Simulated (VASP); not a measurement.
# Ga3BAs4 in VASP: notebook, part 2 of 2

VASP 6.6.1. The steps go on from the part before.

### Step 4. Relaxation of cell and atoms, PBE

This run uses another cell than the first one, of 20.15 Å³/atom.

INCAR

```
PREC = Accurate ; ENCUT = 600
EDIFF = 1E-6 ; ISMEAR = 0
SIGMA = 0.2 ; LREAL = False
LASPH = True ; NELM = 100
ALGO = Normal ; ISIF = 3
LWAVE = False ; LCHARG = False
GGA = PE ; IBRION = 2
NSW = 36 ; EDIFFG = -0.08
```

KPOINTS

```
Automatic mesh
0
Gamma
  4 4 4
```

POSCAR

```
Ga3BAs4
1.0
   -2.7185147100      2.7185147100      5.4530462400
    2.7185147100     -2.7185147100      5.4530462400
    2.7185147100      2.7185147100     -5.4530462400
Ga B As
3 1 4
Direct
    0.5000000000      0.5000000000      0.0000000000
    0.2500000000      0.7500000000      0.5000000000
    0.7500000000      0.2500000000      0.5000000000
    0.0000000000      0.0000000000      0.0000000000
    0.6385999900      0.1242000000      0.0000000000
    0.8758000000      0.8758000000      0.5143999900
    0.1242000000      0.6385999900      0.0000000000
    0.3614000100      0.3614000100      0.4856000100
```

Potentials or basis: VASP PAW PBE potentials, release 64 (Ga_d, B, As).

Run with:

```console
$ cat potpaw_PBE.64/Ga_d/POTCAR potpaw_PBE.64/B/POTCAR potpaw_PBE.64/As/POTCAR > POTCAR
$ mpirun -np 1 vasp_std > vasp.out
```

OUTCAR:

```text
PREC = Accurate
   ENCUT = 600
   EDIFF = 1E-6
   ISMEAR = 0
   LREAL = False
   LASPH = True
   NELM = 100
   ISIF = 3
   GGA = PE
   IBRION = 2
   NSW = 36
   EDIFFG = -0.08

 ion  position               nearest neighbor table
   1  0.500  0.500  0.000-   6 2.36   5 2.36   7 2.36   8 2.36
   2  0.250  0.750  0.500-   5 2.40   6 2.40   8 2.40   7 2.40
   3  0.750  0.250  0.500-   6 2.40   7 2.40   8 2.40   5 2.40
   4  0.000  0.000  0.000-   5 2.27   6 2.27   7 2.27   8 2.27
   5  0.639  0.124  0.000-   4 2.27   1 2.36   3 2.40   2 2.40
   6  0.876  0.876  0.514-   4 2.27   1 2.36   2 2.40   3 2.40
   7  0.124  0.639  0.000-   4 2.27   1 2.36   2 2.40   3 2.40
   8  0.361  0.361  0.486-   4 2.27   1 2.36   3 2.40   2 2.40

  LATTYP: Found a body centered tetragonal cell.
 ALAT       =     5.4370294200
 C/A-ratio  =     2.0058917540

  Lattice vectors:

 A1 = (  -2.7185147100,   2.7185147100,   5.4530462400)
 A2 = (   2.7185147100,  -2.7185147100,   5.4530462400)
 A3 = (   2.7185147100,   2.7185147100,  -5.4530462400)

Analysis of symmetry for initial positions (statically):
=====================================================================
 Subroutine PRICEL returns:
 Original cell was already a primitive cell.

 Routine SETGRP: Setting up the symmetry group for a
 body centered tetragonal supercell.

 Subroutine GETGRP returns: Found  8 space group operations
 (whereof  8 operations were pure point group operations)
 out of a pool of 16 trial point group operations.

The static configuration has the point symmetry D_2d.

Analysis of symmetry for dynamics (positions and initial velocities):
=====================================================================
 Subroutine PRICEL returns:
 Original cell was already a primitive cell.

 Routine SETGRP: Setting up the symmetry group for a
 body centered tetragonal supercell.

 Subroutine GETGRP returns: Found  8 space group operations
 (whereof  8 operations were pure point group operations)
 out of a pool of 16 trial point group operations.

The dynamic configuration has the point symmetry D_2d.

 Subroutine INISYM returns: Found  8 space group operations
 (whereof  8 operations are pure point group operations),
 and found     1 'primitive' translations

----------------------------------------------------------------------------------------

                                     Primitive cell

  volume of cell :     161.1991

  direct lattice vectors                    reciprocal lattice vectors
    -2.718514710  2.718514710  5.453046240     0.000000000  0.183923963  0.091691869
     2.718514710 -2.718514710  5.453046240     0.183923963  0.000000000  0.091691869
     2.718514710  2.718514710 -5.453046240     0.183923963  0.183923963  0.000000000

  length of vectors
     6.672057985  6.672057985  6.672057985     0.205512586  0.205512586  0.260107763

  position of ions in fractional coordinates (direct lattice)
     0.500000000  0.500000000  0.000000000
     0.250000000  0.750000000  0.500000000
     0.750000000  0.250000000  0.500000000
     0.000000000  0.000000000  0.000000000
     0.638599990  0.124200000  0.000000000
     0.875800000  0.875800000  0.514399990
     0.124200000  0.638599990  0.000000000
     0.361400010  0.361400010  0.485600010

  ion indices of the primitive-cell ions
   primitive index   ion index
                 1           1
                 2           2
                 3           3
                 4           4
                 5           5
                 6           6
                 7           7
                 8           8

----------------------------------------------------------------------------------------

 KPOINTS: Automatic mesh

Automatic generation of k-mesh.
 Grid dimensions read from file:
 generate k-points for:    4    4    4

 Generating k-lattice:

  Cartesian coordinates                     Fractional coordinates (reciprocal lattice)
     0.000000000  0.045980991  0.022922967     0.250000000  0.000000000  0.000000000
     0.045980991  0.000000000  0.022922967     0.000000000  0.250000000  0.000000000
     0.045980991  0.045980991  0.000000000     0.000000000  0.000000000  0.250000000

  Length of vectors
     0.051378147  0.051378147  0.065026941

  Shift w.r.t. Gamma in fractional coordinates (k-lattice)
     0.000000000  0.000000000  0.000000000

 Subroutine IBZKPT returns following result:
 ===========================================

 Found     13 irreducible k-points:

 Following reciprocal coordinates:
            Coordinates               Weight
  0.000000  0.000000  0.000000      1.000000
  0.250000 -0.000000  0.000000      8.000000
  0.500000 -0.000000  0.000000      4.000000
  0.250000  0.250000  0.000000      8.000000
  0.500000  0.250000  0.000000     16.000000
 -0.250000  0.250000  0.000000      4.000000
  0.500000  0.500000  0.000000      2.000000
  0.250000  0.250000  0.250000      2.000000
 -0.250000  0.250000  0.250000      4.000000
  0.500000  0.500000  0.250000      4.000000
 -0.250000  0.500000  0.250000      8.000000
 -0.250000 -0.250000  0.250000      2.000000
  0.500000  0.500000  0.500000      1.000000
   k-points           NKPTS =     13   k-points in BZ     NKDIM =     13   number of bands    NBANDS=     37
   number of dos      NEDOS =    301   number of ions     NIONS =      8
   total plane-waves  NPLWV = 157464
   dimension x,y,z NGX =    54 NGY =   54 NGZ =   54
   dimension x,y,z NGXF=   108 NGYF=  108 NGZF=  108
   ions per type =               3   1   4
   NGX,Y,Z   is equivalent  to a cutoff of  13.46, 13.46, 13.46 a.u.
   NGXF,Y,Z  is equivalent  to a cutoff of  26.91, 26.91, 26.91 a.u.
 SYSTEM =  unknown system
   PREC   = accura    normal or accurate (medium, high low for compatibility)
   ISTART =      0    job   : 0-new  1-cont  2-samecut
   ICHARG =      2    charge: 1-file 2-atom 10-const
   ISPIN  =      1    spin polarized calculation?
   LNONCOLLINEAR =      F non collinear calculations
   LSORBIT =      F    spin-orbit coupling
   LASPH  =      T    aspherical Exc in radial PAW
   ENCUT  =  600.0 eV  44.10 Ry    6.64 a.u.  13.33 13.33 13.33*2*pi/ulx,y,z
   NELM   =    100;   NELMIN=  2; NELMDL= -5     # of ELM steps
   EDIFF  = 0.1E-05   stopping-criterion for ELM
   LREAL  =      F    real-space projection
   EDIFFG = -.8E-01   stopping-criterion for IOM
   NSW    =     36    number of steps for IOM
   IBRION =      2    ionic relax: 0-MD 1-quasi-New 2-CG
   NFREE  =      1    steps in history (QN), initial steepest desc. (CG)
   ISIF   =      3    stress and relaxation
   ISYM   =      2    0-nonsym 1-usesym 2-fastsym
   POTIM  = 0.5000    time-step for ionic-motion
   TEBEG  =    0.0;   TEEND  =   0.0 temperature during run
   PSTRESS=    0.0 pullay stress
   NELECT =      62.0000    total number of electrons
   NUPDOWN=      -1.0000    fix difference up-down
   EMIN   =  10.00;   EMAX   =-10.00  energy-range for DOS
   EFERMI =   0.00;   METHOD = LEGACY
   ISMEAR =     0;   SIGMA  =   0.20  broadening in eV -4-tet -1-fermi 0-gaus
   EFERMI_NEDOS =   21; number of points for ismear=-14 and -15
   IALGO  =     38    algorithm
   IMIX   =      4    mixing-type and parameters
     AMIX     =   0.40;   BMIX     =  1.00
     AMIX_MAG =   1.60;   BMIX_MAG =  1.00
  volume/ion in A,a.u.               =      20.15       135.98
  Fermi-wavevector in a.u.,A,eV,Ry     =   1.190560  2.249832 19.285342  1.417433
  Thomas-Fermi vector in A             =   2.326642
   LORBIT       =      0    0 simple, 1 ext, 2 COOP (PROOUT), +10 PAW based schemes
   GGA     = PE    functional components
   LHFCALC =     F    Hartree Fock is set to
   AEXX    =    0.0000 exact exchange contribution
   IVDW    =     0    specifies the selected vdW correction
   LEPSILON=     F    determine dielectric tensor
   LRPA    =     F    only Hartree local field effects (RPA)
 conjugate gradient relaxation of ions
 non-spin polarized calculation
 Gauss-broadening in eV      SIGMA  =   0.20
  energy-cutoff  :      600.00
  volume of cell :      161.20
 maximum number of plane-waves:      5421
 NGX is ok and might be reduce to    54
   NGX = 27   NGY = 27   NGZ = 27

--------------------------------------- Ionic step        1  -------------------------------------------

 number of electron      61.9999994 magnetization

 Free energy of the ion-electron system (eV)
  ---------------------------------------------------
  ext. energy  EPLUGINS =         0.00000000
  ---------------------------------------------------
  free energy    TOTEN  =       -34.86665300 eV

  energy without entropy =      -34.86660645  energy(sigma->0) =      -34.86662973

 E-fermi :   4.9473     XC(G=0):  -9.8345

 val. band max:        4.4943067806   @ k =   0.0000   0.0000   0.0000
 cond. band min:       5.3982345415   @ k =   0.5000   0.5000   0.0000
 fundamental gap:      0.9039277609
 Fermi energy:         4.9473041035

 k-point     1 :       0.0000    0.0000    0.0000
  band No.  band energies     occupation
      1     -10.6556      2.00000
      2     -10.6556      2.00000
      3     -10.6531      2.00000
      4     -10.5337      2.00000
      5     -10.5155      2.00000
      6     -10.4931      2.00000
[... 758 lines left out ...]
  energy  without entropy=      -35.6352026002  energy(sigma->0) =      -35.63543973

--------------------------------------- Ionic step        7  -------------------------------------------

 number of electron      62.0000000 magnetization

 Free energy of the ion-electron system (eV)
  ---------------------------------------------------
  ext. energy  EPLUGINS =         0.00000000
  ---------------------------------------------------
  free energy    TOTEN  =       -35.63739213 eV

  energy without entropy =      -35.63698651  energy(sigma->0) =      -35.63718932

 E-fermi :   4.4956     XC(G=0):  -9.6873

 val. band max:        4.1565092195   @ k =   0.0000   0.0000   0.0000
 cond. band min:       4.8056327647   @ k =   0.0000   0.0000   0.0000
 fundamental gap:      0.6491235452
 Fermi energy:         4.4955797126

 k-point     1 :       0.0000    0.0000    0.0000
  band No.  band energies     occupation
      1     -10.8044      2.00000
      2     -10.8044      2.00000
      3     -10.7995      2.00000
      4     -10.7510      2.00000
      5     -10.7035      2.00000
      6     -10.7034      2.00000
[... 544 lines left out ...]
  FREE ENERGIE OF THE ION-ELECTRON SYSTEM (eV)
  ---------------------------------------------------
  free  energy   TOTEN  =       -35.6373921345 eV

  energy  without entropy=      -35.6369865117  energy(sigma->0) =      -35.63718932

 reached required accuracy - stopping structural energy minimisation
```

Run time: 7.5 min. Hardware: 1 thread of AMD EPYC 9R45 (Zen 5), shared host; peak memory 0.44 GiB.

Results:

| Item | Value |
| --- | --- |
| Free energy | -35.6374 eV |
| Relaxed volume | 20.88 Å³/atom |
| Relaxed cell | a = 6.735 Å, b = 6.735 Å, c = 6.735 Å, α = 131.65°, β = 131.65°, γ = 70.78° |
| Space group after relaxing (to 0.1 Å) | I-42m (No. 121) |
| Energy gained by relaxing | 96.3 meV/atom |
| Ionic steps | 7 |
| Pressure after relaxing | 0.0 GPa |
| Largest force after relaxing | 0.037 eV/Å |
| Band gap on the k mesh | 0.65 eV |

Forces on the atoms (eV/Å):
```
Ga   0.000  0.000  0.000
Ga   0.000  0.000  0.000
Ga   0.000  0.000  0.000
B    0.000  0.000  0.000
As  -0.023  0.023 -0.018
As   0.023  0.023  0.018
As   0.023 -0.023 -0.018
As  -0.023 -0.023  0.018
```

Step by step:
```csv
step,energy change (eV),largest force (eV/Å),pressure (GPa),volume (Å³)
1,0.0000,1.9439,4.09,161.20
2,-0.5650,0.8467,-2.40,173.49
3,-0.5762,0.7010,-3.12,175.44
4,-0.7658,0.1116,-0.53,168.24
5,-0.7691,0.0924,-0.05,167.23
6,-0.7690,0.0865,-0.15,167.39
7,-0.7707,0.0372,0.02,167.05
```

Final structure:
```
Ga B As
1.0
    -2.75801    2.75801    5.49018
     2.75801   -2.75801    5.49018
     2.75801    2.75801   -5.49018
Ga B As
3 1 4
Direct
  0.50000 0.50000 0.00000
  0.25000 0.75000 0.50000
  0.75000 0.25000 0.50000
  0.00000 0.00000 0.00000
  0.66456 0.10623 0.00000
  0.89377 0.89377 0.55834
  0.10623 0.66456 0.00000
  0.33544 0.33544 0.44167
```

Caveat: semilocal functionals underestimate gaps, and a narrow one can read as zero; the relaxation stopped at a loose force limit of 0.08 eV/Å, so its end isn't a converged minimum.

### Step 5. Single point, PBE

This run uses another cell than the first one, of 20.83 Å³/atom.

INCAR

```
ALGO = Normal
EDIFF = 1E-7
ENCUT = 520
GGA = PE
ISIF = 2
ISMEAR = 0
LASPH = T
LCHARG = F
LREAL = F
LWAVE = F
NBANDS = 41
NELM = 60
PREC = Accurate
SIGMA = 0.1
```

KPOINTS

```
k-points
0
Gamma
  4 4 4
```

POSCAR

```
Ga3BAs4
1.0
    5.5163568110      0.0001103958     -0.0003080911
    0.0001296640      5.5172530670      0.0010123947
   -2.7585387552     -2.7577048628      5.4738425485
Ga B As
3 1 4
Direct
    0.5001364872      0.5000062420      0.0000018539
    0.7499694478      0.2500518825      0.4999479579
    0.2500208435      0.7499472317      0.5000585297
   -0.0000040592     -0.0000304155      0.0000148107
    0.1057702930      0.6647440149      0.7705983360
    0.8942465642      0.8942515464      0.2295292483
    0.6646803439      0.1057662205      0.7704451916
    0.3351800794      0.3352632778      0.2294040719
```

Run with:

```console
$ cat potpaw_PBE.64/Ga_d/POTCAR potpaw_PBE.64/B/POTCAR potpaw_PBE.64/As/POTCAR > POTCAR
$ mpirun -np 1 vasp_std > vasp.out
```

It took 3.6 min on 1 thread of AMD EPYC 9R45 (Zen 5), shared host; peak memory 0.37 GiB.

It converged, with:

| Item | Value |
| --- | --- |
| Free energy | -35.6381 eV |
| Pressure | 0.2 GPa |
| Largest force | 0.011 eV/Å |
| Band gap on the k mesh | 0.67 eV |

Forces on the atoms (eV/Å):
```
Ga  -0.003  0.000  0.000
Ga   0.001 -0.001  0.001
Ga   0.000  0.001 -0.001
B   -0.001  0.003 -0.001
As  -0.004  0.006 -0.005
As   0.005  0.006  0.003
As   0.007 -0.008 -0.001
As  -0.005 -0.005  0.005
```

Levels at points of the mesh, in eV from the valence-band top:
```
           k point  band 29  band 30  band 31  band 32  band 33  band 34
(0.00, 0.00, 0.00)    -0.11     0.00     0.00     0.67     1.17     1.38
(0.50, 0.00, 0.00)    -2.19    -1.52    -1.13     2.63     2.91     3.04
(0.00, 0.50, 0.00)    -2.19    -1.52    -1.13     2.63     2.91     3.04
(0.50, 0.50, 0.00)    -1.12    -0.95    -0.79     0.77     1.07     2.23
(0.00, 0.00, 0.50)    -1.92    -1.52    -1.51     1.27     1.36     1.52
(0.50, 0.00, 0.50)    -2.19    -1.52    -1.13     2.63     2.91     3.04
(0.00, 0.50, 0.50)    -2.18    -1.52    -1.13     2.63     2.91     3.04
(0.50, 0.50, 0.50)    -1.12    -0.95    -0.79     0.77     1.07     2.23
```

Caveat: semilocal functionals underestimate gaps, and a narrow one can read as zero.

### Step 6. The runs side by side

| task | cell | cutoff (eV) | smearing | gap on the mesh (eV) | pressure (GPa) | largest force (eV/Å) |
| --- | --- | --- | --- | --- | --- | --- |
| single point | a = 6.703 Å, angles 131.4, 131.4, 71.2°, 8 atoms, atomic positions A | 520 | gaussian 0.2 eV | 0.68 | 0.4 | 0.05 |
| single point | a = 5.517, b = 5.517, c = 6.723 Å, angles 114.2, 114.2, 90.0°, 8 atoms, atomic positions B | 520 | gaussian 0.1 eV | 0.66 | 0.2 | 0.02 |
| relaxation of cell and atoms | relaxed from a = 6.672 Å, angles 131.9, 131.9, 70.4°, 8 atoms, atomic positions C | 600 | gaussian 0.2 eV | 0.65 | 0.0 | 0.04 |
| single point | a = 5.516, b = 5.517, c = 6.721 Å, angles 114.2, 114.2, 90.0°, 8 atoms, atomic positions D | 520 | gaussian 0.1 eV | 0.67 | 0.2 | 0.01 |

Alike in all rows: level PBE; potentials or basis VASP PAW PBE potentials, release 64 (Ga_d, B, As); no spin polarisation; k mesh 4 × 4 × 4.

Caveats: semilocal functionals underestimate gaps, and a narrow one can read as zero; the relaxation stopped at a loose force limit of 0.08 eV/Å, so its end isn't a converged minimum (at least some runs).

Absolute energies hang on the potentials; compare differences alone.
